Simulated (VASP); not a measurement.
# Sb (Im-3m) in VASP: further runs, part 2 of 2

VASP 6.6.1. Earlier steps stand in the parts before.

**3. Relaxation of cell and atoms, LDA, target pressure 4 GPa, at which the enthalpy is minimised**

Contents of INCAR:

```
SYSTEM = Sb
ALGO = Normal
EDIFF = 1E-7
EDIFFG = -0.01
ENCUT = 500
GGA_COMPAT = .FALSE.
IBRION = 2
ISIF = 3
ISMEAR = 1
LASPH = .TRUE.
LCHARG = .FALSE.
LREAL = .FALSE.
LWAVE = .FALSE.
NELM = 120
NELMIN = 4
NSW = 80
PREC = Accurate
PSTRESS = 40.0
SIGMA = 0.15
```

Contents of KPOINTS:

```
k-points
0
G
  12 12 12
  0 0 0
```

Contents of POSCAR:

```
Sb
1.0
   -1.7250000000      1.7250000000      1.7250000000
    1.7250000000     -1.7250000000      1.7250000000
    1.7250000000      1.7250000000     -1.7250000000
Sb
1
Direct
    0.0000000000      0.0000000000      0.0000000000
```

Potentials or basis: VASP PAW LDA potentials, release 64 (Sb).

Command:

```console
$ cat potpaw_LDA.64/Sb/POTCAR > POTCAR
$ mpirun -np 1 vasp_std > vasp.out
```

OUTCAR:

```text
SYSTEM = Sb
   EDIFF = 1E-7
   EDIFFG = -0.01
   ENCUT = 500
   IBRION = 2
   ISIF = 3
   ISMEAR = 1
   LASPH = .TRUE.
   LREAL = .FALSE.
   NELM = 120
   NELMIN = 4
   NSW = 80
   PREC = Accurate
   PSTRESS = 40.0

 ion  position               nearest neighbor table
   1  0.000  0.000  0.000-

  LATTYP: Found a body centered cubic cell.
 ALAT       =     3.4500000000

  Lattice vectors:

 A1 = (  -1.7250000000,   1.7250000000,   1.7250000000)
 A2 = (   1.7250000000,  -1.7250000000,   1.7250000000)
 A3 = (   1.7250000000,   1.7250000000,  -1.7250000000)

Analysis of symmetry for initial positions (statically):
=====================================================================
 Subroutine PRICEL returns:
 Original cell was already a primitive cell.

 Routine SETGRP: Setting up the symmetry group for a
 body centered cubic supercell.

 Subroutine GETGRP returns: Found 48 space group operations
 (whereof 48 operations were pure point group operations)
 out of a pool of 48 trial point group operations.

The static configuration has the point symmetry O_h .

Analysis of symmetry for dynamics (positions and initial velocities):
=====================================================================
 Subroutine PRICEL returns:
 Original cell was already a primitive cell.

 Routine SETGRP: Setting up the symmetry group for a
 body centered cubic supercell.

 Subroutine GETGRP returns: Found 48 space group operations
 (whereof 48 operations were pure point group operations)
 out of a pool of 48 trial point group operations.

The dynamic configuration has the point symmetry O_h .

 Subroutine INISYM returns: Found 48 space group operations
 (whereof 48 operations are pure point group operations),
 and found     1 'primitive' translations

----------------------------------------------------------------------------------------

                                     Primitive cell

  volume of cell :      20.5318

  direct lattice vectors                    reciprocal lattice vectors
    -1.725000000  1.725000000  1.725000000     0.000000000  0.289855072  0.289855072
     1.725000000 -1.725000000  1.725000000     0.289855072  0.000000000  0.289855072
     1.725000000  1.725000000 -1.725000000     0.289855072  0.289855072  0.000000000

  length of vectors
     2.987787643  2.987787643  2.987787643     0.409916975  0.409916975  0.409916975

  position of ions in fractional coordinates (direct lattice)
     0.000000000  0.000000000  0.000000000

  ion indices of the primitive-cell ions
   primitive index   ion index
                 1           1

----------------------------------------------------------------------------------------

 KPOINTS: k-points

Automatic generation of k-mesh.
 Grid dimensions read from file:
 generate k-points for:   12   12   12

 Generating k-lattice:

  Cartesian coordinates                     Fractional coordinates (reciprocal lattice)
     0.000000000  0.024154589  0.024154589     0.083333333  0.000000000  0.000000000
     0.024154589  0.000000000  0.024154589     0.000000000  0.083333333  0.000000000
     0.024154589  0.024154589  0.000000000     0.000000000  0.000000000  0.083333333

  Length of vectors
     0.034159748  0.034159748  0.034159748

  Shift w.r.t. Gamma in fractional coordinates (k-lattice)
     0.000000000  0.000000000  0.000000000

 Subroutine IBZKPT returns following result:
 ===========================================

 Found     72 irreducible k-points:

 Following reciprocal coordinates:
            Coordinates               Weight
  0.000000  0.000000  0.000000      1.000000
  0.083333  0.000000  0.000000     12.000000
  0.166667  0.000000  0.000000     12.000000
  0.250000  0.000000  0.000000     12.000000
  0.333333  0.000000  0.000000     12.000000
  0.416667  0.000000  0.000000     12.000000
[... 16 lines left out ...]
  0.333333  0.083333  0.083333     24.000000
  0.416667  0.083333  0.083333     12.000000
 [... further k-points ...]
   k-points           NKPTS =     72   k-points in BZ     NKDIM =     72   number of bands    NBANDS=      6
   number of dos      NEDOS =    301   number of ions     NIONS =      1
   total plane-waves  NPLWV =  13824
   dimension x,y,z NGX =    24 NGY =   24 NGZ =   24
   dimension x,y,z NGXF=    48 NGYF=   48 NGZF=   48
   ions per type =               1
   NGX,Y,Z   is equivalent  to a cutoff of  13.35, 13.35, 13.35 a.u.
   NGXF,Y,Z  is equivalent  to a cutoff of  26.71, 26.71, 26.71 a.u.
 SYSTEM =  Sb
   PREC   = accura    normal or accurate (medium, high low for compatibility)
   ISTART =      0    job   : 0-new  1-cont  2-samecut
   ICHARG =      2    charge: 1-file 2-atom 10-const
   ISPIN  =      1    spin polarized calculation?
   LNONCOLLINEAR =      F non collinear calculations
   LSORBIT =      F    spin-orbit coupling
   LASPH  =      T    aspherical Exc in radial PAW
   ENCUT  =  500.0 eV  36.75 Ry    6.06 a.u.   5.45  5.45  5.45*2*pi/ulx,y,z
   NELM   =    120;   NELMIN=  4; NELMDL= -5     # of ELM steps
   EDIFF  = 0.1E-06   stopping-criterion for ELM
   LREAL  =      F    real-space projection
   EDIFFG = -.1E-01   stopping-criterion for IOM
   NSW    =     80    number of steps for IOM
   IBRION =      2    ionic relax: 0-MD 1-quasi-New 2-CG
   NFREE  =      1    steps in history (QN), initial steepest desc. (CG)
   ISIF   =      3    stress and relaxation
   ISYM   =      2    0-nonsym 1-usesym 2-fastsym
   POTIM  = 0.5000    time-step for ionic-motion
   TEBEG  =    0.0;   TEEND  =   0.0 temperature during run
   PSTRESS=   40.0 pullay stress
   NELECT =       5.0000    total number of electrons
   NUPDOWN=      -1.0000    fix difference up-down
   EMIN   =  10.00;   EMAX   =-10.00  energy-range for DOS
   EFERMI =   0.00;   METHOD = LEGACY
   ISMEAR =     1;   SIGMA  =   0.15  broadening in eV -4-tet -1-fermi 0-gaus
   EFERMI_NEDOS =   21; number of points for ismear=-14 and -15
   IALGO  =     38    algorithm
   IMIX   =      4    mixing-type and parameters
     AMIX     =   0.40;   BMIX     =  1.00
     AMIX_MAG =   1.60;   BMIX_MAG =  1.00
  volume/ion in A,a.u.               =      20.53       138.56
  Fermi-wavevector in a.u.,A,eV,Ry     =   1.022325  1.931915 14.220113  1.045149
  Thomas-Fermi vector in A             =   2.155998
   LORBIT       =      0    0 simple, 1 ext, 2 COOP (PROOUT), +10 PAW based schemes
   GGA     = CA    functional components
   LHFCALC =     F    Hartree Fock is set to
   AEXX    =    0.0000 exact exchange contribution
   IVDW    =     0    specifies the selected vdW correction
   LEPSILON=     F    determine dielectric tensor
   LRPA    =     F    only Hartree local field effects (RPA)
 conjugate gradient relaxation of ions
 non-spin polarized calculation
 Methfessel and Paxton  Order N= 1 SIGMA  =   0.15
  energy-cutoff  :      500.00
  volume of cell :       20.53
 maximum number of plane-waves:       539
 NGX is ok and might be reduce to    24
   NGX = 11   NGY = 11   NGZ = 11

--------------------------------------- Ionic step        1  -------------------------------------------

 number of electron       5.0000000 magnetization

 Free energy of the ion-electron system (eV)
  ---------------------------------------------------
  ext. energy  EPLUGINS =         0.00000000
  ---------------------------------------------------
  free energy    TOTEN  =        -4.28937616 eV

  energy without entropy =       -4.28797775  energy(sigma->0) =       -4.28891002

 E-fermi :  12.4422     XC(G=0): -11.5730

 val. band max:       12.3776777137   @ k =   0.2500   0.1667   0.0000
 cond. band min:      12.4594189803   @ k =  -0.4167   0.5000   0.3333
 fundamental gap:      0.0817412665
 Fermi energy:        12.4421531453
[... 547 lines left out ...]
  energy  without entropy=       -4.6251051649  energy(sigma->0) =       -4.62605168

  enthalpy is  TOTEN    =        -4.0125981365 eV   P V=        0.6139267959

[... ionic steps 4 to 16 ...]

--------------------------------------- Ionic step       17  -------------------------------------------

 number of electron       5.0000001 magnetization

------------------------ aborting loop because EDIFF is reached ----------------------------------------
[... 69 lines left out ...]
--------------------------------------- Ionic step       19  -------------------------------------------

 number of electron       5.0000001 magnetization

 Free energy of the ion-electron system (eV)
  ---------------------------------------------------
  ext. energy  EPLUGINS =         0.00000000
  ---------------------------------------------------
  free energy    TOTEN  =        -4.62092091 eV

  energy without entropy =       -4.61961940  energy(sigma->0) =       -4.62048707

 E-fermi :   9.7647     XC(G=0): -10.8086

 val. band max:        9.7184090862   @ k =  -0.4167   0.5000   0.0833
 cond. band min:       9.8064428543   @ k =   0.2500   0.1667   0.0000
 fundamental gap:      0.0880337681
 Fermi energy:         9.7647455308
[... 248 lines left out ...]
  energy  without entropy=       -4.6196193970  energy(sigma->0) =       -4.62048707

  enthalpy is  TOTEN    =        -4.0132813577 eV   P V=        0.6076395530

 reached required accuracy - stopping structural energy minimisation
```

Wall time 34 s (1 thread of Intel Xeon 6975P-C, shared host); peak memory 0.14 GiB.

Results:

```yaml
Free_energy: -4.6209 eV
Relaxed_volume: 24.34 Å³/atom
Relaxed_cell: a = 3.162 Å, b = 3.162 Å, c = 3.162 Å, α = 109.47°, β = 109.47°, γ = 109.47°
Space_group_after_relaxing_to_0.05_Å: Im-3m (No. 229)
Energy_change_on_relaxing_the_enthalpy_is_what_falls: -331.5 meV/atom
Ionic_steps: 19
Pressure_after_relaxing: 4.0 GPa
```

Step by step:
```csv
step,energy change (eV),largest force (eV/Å),pressure (GPa),volume (Å³)
1,0.0000,0.0000,26.85,20.53
2,-0.1887,0.0000,-8.78,30.52
3,-0.3371,0.0000,3.11,24.59
4,-0.3330,0.0000,3.81,24.40
5,-0.3310,0.0000,4.11,24.32
6,-0.3310,0.0000,4.12,24.32
7,-0.3310,0.0000,4.11,24.32
8,-0.3310,0.0000,4.11,24.32
9,-0.3310,0.0000,4.11,24.32
10,-0.3310,0.0000,4.11,24.32
11,-0.3310,0.0000,4.11,24.32
12,-0.3310,0.0000,4.11,24.32
13,-0.3310,0.0000,4.11,24.32
14,-0.3310,0.0000,4.11,24.32
15,-0.3311,0.0000,4.11,24.32
16,-0.3311,0.0000,4.10,24.32
17,-0.3312,0.0000,4.09,24.32
18,-0.3313,0.0000,4.07,24.33
19,-0.3315,0.0000,4.03,24.34
```

Final structure:
```yaml
crystal:
  lattice:
    - [-1.82563, 1.82563, 1.82563]
    - [1.82563, -1.82563, 1.82563]
    - [1.82563, 1.82563, -1.82563]
  atoms:
    - { symbol: Sb, position: [0.00000, 0.00000, 0.00000] }
```

Levels at points of the mesh, in eV from the Fermi level:
| k point | band 1 | band 2 | band 3 | band 4 | band 5 |
| --- | --- | --- | --- | --- | --- |
| (0.00, 0.00, 0.00) | -13.73 | 6.18 | 6.18 | 6.18 | 10.62 |
| (0.50, 0.00, 0.00) | -9.08 | -6.25 | 1.84 | 3.99 | 6.73 |
| (0.50, 0.50, 0.50) | -5.24 | -2.27 | -2.27 | -2.27 | 2.79 |

Caveat: the cell is relaxed towards a set pressure, so the enthalpy falls and the energy may rise; the volume moved by over 15 % at a fixed basis, so the end points are rough; spin-orbit coupling is left out, which moves the levels of the heavy elements.

**4. Relaxation of cell and atoms, LDA, target pressure 6 GPa, at which the enthalpy is minimised**

Contents of INCAR:

```
ALGO = Normal
EDIFF = 1E-7
EDIFFG = -0.01
ENCUT = 500
GGA_COMPAT = F
IBRION = 2
ISIF = 3
ISMEAR = 1
LASPH = T
LCHARG = F
LREAL = F
LWAVE = F
NELM = 120
NELMIN = 4
NSW = 80
PREC = Accurate
PSTRESS = 60.0
SIGMA = 0.15
```

Contents of KPOINTS:

```
k-points
0
Gamma
  12 12 12
```

POSCAR is that of step 3.

Command:

```console
$ cat potpaw_LDA.64/Sb/POTCAR > POTCAR
$ mpirun -np 1 vasp_std > vasp.out
```

It took 36 s on 1 thread of Intel Xeon 6975P-C, shared host; peak memory 0.14 GiB.

It converged, with:

| Quantity | Value |
| --- | --- |
| Free energy | -4.6054 eV |
| Relaxed volume | 23.84 Å³/atom |
| Relaxed cell | a = 3.140 Å, b = 3.140 Å, c = 3.140 Å, α = 109.47°, β = 109.47°, γ = 109.47° |
| Space group after relaxing (to 0.05 Å) | Im-3m (No. 229) |
| Energy change on relaxing (the enthalpy is what falls) | -316.0 meV/atom |
| Ionic steps | 18 |
| Pressure after relaxing | 6.0 GPa |

The path:
| step | energy change (eV) | largest force (eV/Å) | pressure (GPa) | volume (Å³) |
| --- | --- | --- | --- | --- |
| 1 | 0.0000 | 0.0000 | 26.85 | 20.53 |
| 2 | -0.2393 | 0.0000 | -7.68 | 29.54 |
| 3 | -0.3238 | 0.0000 | 5.10 | 24.07 |
| 4 | -0.3177 | 0.0000 | 5.85 | 23.89 |
| 5 | -0.3151 | 0.0000 | 6.15 | 23.82 |
| 6 | -0.3151 | 0.0000 | 6.15 | 23.82 |
| 7 | -0.3152 | 0.0000 | 6.14 | 23.82 |
| 8 | -0.3152 | 0.0000 | 6.14 | 23.82 |
| 9 | -0.3152 | 0.0000 | 6.14 | 23.82 |
| 10 | -0.3152 | 0.0000 | 6.14 | 23.82 |
| 11 | -0.3152 | 0.0000 | 6.14 | 23.82 |
| 12 | -0.3152 | 0.0000 | 6.14 | 23.82 |
| 13 | -0.3152 | 0.0000 | 6.14 | 23.82 |
| 14 | -0.3152 | 0.0000 | 6.13 | 23.82 |
| 15 | -0.3153 | 0.0000 | 6.13 | 23.82 |
| 16 | -0.3154 | 0.0000 | 6.11 | 23.83 |
| 17 | -0.3156 | 0.0000 | 6.09 | 23.83 |
| 18 | -0.3160 | 0.0000 | 6.04 | 23.84 |

Final structure:
```
Sb
1.0
    -1.81315    1.81315    1.81315
     1.81315   -1.81315    1.81315
     1.81315    1.81315   -1.81315
Sb
1
Direct
  0.00000 0.00000 0.00000
```

Levels at points of the mesh, in eV from the Fermi level:
| k point | band 1 | band 2 | band 3 | band 4 | band 5 | band 6 |
| --- | --- | --- | --- | --- | --- | --- |
| (0.00, 0.00, 0.00) | -13.91 | 6.37 | 6.37 | 6.37 | 10.70 | 10.70 |
| (0.50, 0.00, 0.00) | -9.13 | -6.39 | 1.89 | 4.05 | 6.82 | 7.01 |
| (0.50, 0.50, 0.50) | -5.12 | -2.32 | -2.32 | -2.32 | 2.75 | 2.75 |

Caveat: the cell is relaxed towards a set pressure, so the enthalpy falls and the energy may rise; the volume moved by over 15 % at a fixed basis, so the end points are rough; spin-orbit coupling is left out, which moves the levels of the heavy elements.

**5. Relaxation of cell and atoms, LDA, target pressure 8 GPa, at which the enthalpy is minimised**

Contents of INCAR:

```
SYSTEM = Sb
PREC     = Accurate       ! precision mode
ENCUT    = 500            ! plane-wave cutoff, eV
EDIFF    = 1E-7           ! SCF threshold, eV
ISMEAR   = 1              ! smearing method
SIGMA    = 0.15           ! smearing width, eV
LREAL    = .FALSE.        ! projectors in reciprocal space
LASPH    = .TRUE.         ! aspherical terms in the spheres
NELM     = 120            ! most SCF steps
ALGO     = Normal         ! electronic algorithm
ISIF     = 3              ! what is computed and relaxed
LWAVE    = .FALSE.        ! write WAVECAR
LCHARG   = .FALSE.        ! write CHGCAR
IBRION   = 2              ! ionic algorithm
NSW      = 80             ! ionic steps
EDIFFG   = -0.01          ! ionic threshold
PSTRESS  = 80.0         
GGA_COMPAT= .FALSE.      
NELMIN   = 4
```

Contents of KPOINTS:

```
regular mesh
0
G
  12 12 12
  0 0 0
```

POSCAR is that of step 4.

Command:

```console
$ cat potpaw_LDA.64/Sb/POTCAR > POTCAR
$ mpirun -np 1 vasp_std > vasp.out
```

It took 34 s on 1 thread of Intel Xeon 6975P-C, shared host; peak memory 0.14 GiB.

The run converged. Its results:

| Quantity | Value |
| --- | --- |
| Free energy | -4.5860 eV |
| Relaxed volume | 23.40 Å³/atom |
| Relaxed cell | a = 3.121 Å, b = 3.121 Å, c = 3.121 Å, α = 109.47°, β = 109.47°, γ = 109.47° |
| Space group after relaxing (to 0.05 Å) | Im-3m (No. 229) |
| Energy change on relaxing (the enthalpy is what falls) | -296.6 meV/atom |
| Ionic steps | 17 |
| Pressure after relaxing | 8.1 GPa |

Step by step:
| step | energy change (eV) | largest force (eV/Å) | pressure (GPa) | volume (Å³) |
| --- | --- | --- | --- | --- |
| 1 | 0.0000 | 0.0000 | 26.85 | 20.53 |
| 2 | -0.2814 | 0.0000 | -6.33 | 28.58 |
| 3 | -0.3055 | 0.0000 | 7.17 | 23.59 |
| 4 | -0.2983 | 0.0000 | 7.89 | 23.43 |
| 5 | -0.2953 | 0.0000 | 8.18 | 23.37 |
| 6 | -0.2953 | 0.0000 | 8.17 | 23.37 |
| 7 | -0.2954 | 0.0000 | 8.16 | 23.38 |
| 8 | -0.2954 | 0.0000 | 8.16 | 23.38 |
| 9 | -0.2954 | 0.0000 | 8.16 | 23.38 |
| 10 | -0.2954 | 0.0000 | 8.16 | 23.38 |
| 11 | -0.2954 | 0.0000 | 8.16 | 23.38 |
| 12 | -0.2955 | 0.0000 | 8.16 | 23.38 |
| 13 | -0.2955 | 0.0000 | 8.16 | 23.38 |
| 14 | -0.2956 | 0.0000 | 8.15 | 23.38 |
| 15 | -0.2957 | 0.0000 | 8.13 | 23.38 |
| 16 | -0.2960 | 0.0000 | 8.11 | 23.39 |
| 17 | -0.2966 | 0.0000 | 8.05 | 23.40 |

Final structure:
```
CELL_PARAMETERS angstrom
-1.80185 1.80185 1.80185
1.80185 -1.80185 1.80185
1.80185 1.80185 -1.80185
ATOMIC_POSITIONS crystal
Sb 0.00000 0.00000 0.00000
```

Levels at points of the mesh, in eV from the Fermi level:
| k point | band 1 | band 2 | band 3 | band 4 | band 5 | band 6 |
| --- | --- | --- | --- | --- | --- | --- |
| (0.00, 0.00, 0.00) | -14.07 | 6.54 | 6.54 | 6.54 | 10.77 | 10.77 |
| (0.50, 0.00, 0.00) | -9.16 | -6.52 | 1.94 | 4.12 | 6.90 | 7.04 |
| (0.50, 0.50, 0.50) | -5.02 | -2.37 | -2.37 | -2.37 | 2.71 | 2.71 |

Caveat: the cell is relaxed towards a set pressure, so the enthalpy falls and the energy may rise; spin-orbit coupling is left out, which moves the levels of the heavy elements.

**6. Summary**

| cell | gap on the mesh (eV) | pressure (GPa) |
| --- | --- | --- |
| relaxed to 2 GPa | none | 2.1 |
| relaxed to 4 GPa | none | 4.0 |
| relaxed to 6 GPa | none | 6.0 |
| relaxed to 8 GPa | none | 8.1 |

Alike in all rows: task relaxation of cell and atoms; level LDA; potentials or basis VASP PAW LDA potentials, release 64 (Sb); no spin polarisation; k mesh 12 × 12 × 12; cutoff (eV) 500; smearing methfessel-paxton 0.15 eV.

Caveats: the cell is relaxed towards a set pressure, so the enthalpy falls and the energy may rise; spin-orbit coupling is left out, which moves the levels of the heavy elements; the volume moved by over 15 % at a fixed basis, so the end points are rough (some runs).

Absolute energies hang on the potentials; compare differences alone.
